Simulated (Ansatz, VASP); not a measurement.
Two plane-wave programs on WC

File INCAR:

```
PREC = Accurate
ENCUT = 520
EDIFF = 1E-6
ISMEAR = -1
SIGMA = 0.15
LREAL = False
LASPH = True
NELM = 60
ALGO = Normal
ISIF = 2
LWAVE = False
LCHARG = False
GGA = CA
NBANDS = 16
```

The input KPOINTS:

```
regular mesh
0
Gamma
  8 8 8
```

POSCAR

```
WC
1.0
    0.0000000000      2.1890194256      2.1890194256
    2.1890194256      0.0000000000      2.1890194256
    2.1890194256      2.1890194256      0.0000000000
W C
1 1
Direct
    0.9985400000      0.0177800000      0.9937700000
    0.4918800000      0.5087100000      0.5022500000
```

Input for Ansatz:

```yaml
crystal:
  lattice:
    - [0.0, 2.189019425580125, 2.189019425580125]
    - [2.189019425580125, 0.0, 2.189019425580125]
    - [2.189019425580125, 2.189019425580125, 0.0]
  atoms:
    - { symbol: W, position: [0.99854, 0.01778, 0.99377] }
    - { symbol: C, position: [0.49188, 0.50871, 0.50225] }
basis:
  ecutwfc: 540.0
  xc_grid: 2
kpoints:
  mp_grid:
    grid: [8, 8, 8]
hamiltonian:
  xc: lda
scf:
  convergence:
    dr2_threshold: 1.0e-09
  occupations:
    method: fermi_dirac
    width: 0.15
output:
  forces: true
  stress: true
```

Alike in both runs: task single point; functional LDA; k mesh 8 × 8 × 8; occupations fermi-dirac, width 0.15 eV; no spin polarisation.

```csv
,VASP,Ansatz
version,VASP 6.6.1,Ansatz 0.2.0
potentials or method,"VASP PAW LDA potentials, release 64 (W_sv, C), cutoff 520 eV","plane waves, PAW"
valence electrons in the cell,18,18
```

```csv
,VASP,Ansatz,Ansatz less VASP
pressure (GPa),-11.3,-13.5,-2.15
"traceless stress, the component that is largest in VASP (GPa)",0.41,0.41,-0.004
rms of the force components (eV/Å),0.128,0.123,-0.0044
```

LDA's correlation is that of Perdew and Zunger in VASP and of Perdew and Wang (1992) in Ansatz. Atom by atom the forces differ by 0.004 eV/Å (rms over components). Ansatz's warnings: stress scf threshold loose.

Spin-orbit coupling is off throughout.
